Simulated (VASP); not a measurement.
The system is Ca3B.

```
CELL_PARAMETERS angstrom
6.43063 0.00000 0.00000
-3.21532 5.56909 0.00000
0.00000 0.00000 5.16157
ATOMIC_POSITIONS crystal
Ca 0.83300 0.66600 0.25000
Ca 0.16700 0.83300 0.75000
Ca 0.33400 0.16700 0.25000
Ca 0.16700 0.33400 0.75000
Ca 0.83300 0.16700 0.25000
Ca 0.66600 0.83300 0.75000
B 0.33333 0.66667 0.25000
B 0.66667 0.33333 0.75000
```

* Program: VASP 6.6.1
* Task: relaxation of cell and atoms
* Functional: PBE
* Potentials or basis: VASP PAW PBE potentials, release 64 (Ca_sv, B)
* Cutoff: 600 eV
* k mesh: 3 × 3 × 4
* Occupations: gaussian, width 0.1 eV
* Spin: no spin polarisation

At the start: pressure 3.6 GPa; volume 23.11 Å³/atom.

Task: Where does the relaxation end?

Result: Over 21 steps the energy falls by 257.0 meV/atom and the volume is 33.95 Å³/atom (+46.9 %); space group P6_3/mmc (No. 194, to 0.1 Å) before and after.

The path:
```csv
step,energy change (eV),largest force (eV/Å),pressure (GPa),volume (Å³)
1,0.0000,1.4548,3.57,184.85
2,-0.6079,0.5834,0.47,198.96
3,-0.6922,0.1761,-0.76,206.68
4,-0.8413,0.2009,-0.60,204.74
5,-1.2024,0.3232,0.59,197.86
6,-0.6464,0.2449,8.46,179.14
7,-1.3158,0.2972,1.90,193.51
8,-1.3133,0.3009,3.12,190.16
9,-1.3894,0.2688,2.90,193.11
10,-1.5483,0.1808,2.61,201.64
11,-1.6466,0.2169,3.58,217.09
12,-0.5952,1.2787,7.40,239.72
13,-1.5584,0.5376,4.41,222.66
14,-1.7952,0.4693,2.90,237.88
15,-2.0208,0.0648,-0.62,286.35
16,-2.0513,0.1028,0.26,271.43
17,-2.0523,0.0744,0.10,273.91
18,-2.0522,0.0867,0.17,272.84
19,-2.0534,0.0759,0.17,272.18
20,-2.0546,0.0495,0.15,270.51
21,-2.0558,0.0173,0.04,271.60
```

Final structure:
```yaml
crystal:
  lattice:
    - [9.17550, 0.00000, 0.00000]
    - [-4.58775, 7.94621, 0.00000]
    - [0.00000, 0.00000, 3.72511]
  atoms:
    - { symbol: Ca, position: [0.78839, 0.57677, 0.25000] }
    - { symbol: Ca, position: [0.21161, 0.78839, 0.75000] }
    - { symbol: Ca, position: [0.42323, 0.21161, 0.25000] }
    - { symbol: Ca, position: [0.21161, 0.42323, 0.75000] }
    - { symbol: Ca, position: [0.78839, 0.21161, 0.25000] }
    - { symbol: Ca, position: [0.57677, 0.78839, 0.75000] }
    - { symbol: B, position: [0.33333, 0.66667, 0.25000] }
    - { symbol: B, position: [0.66667, 0.33333, 0.75000] }
```

Caveat: the k points lie up to 0.42 Å⁻¹ apart in the final cell; the volume moved by over 15 % at a fixed basis, so the end points are rough.
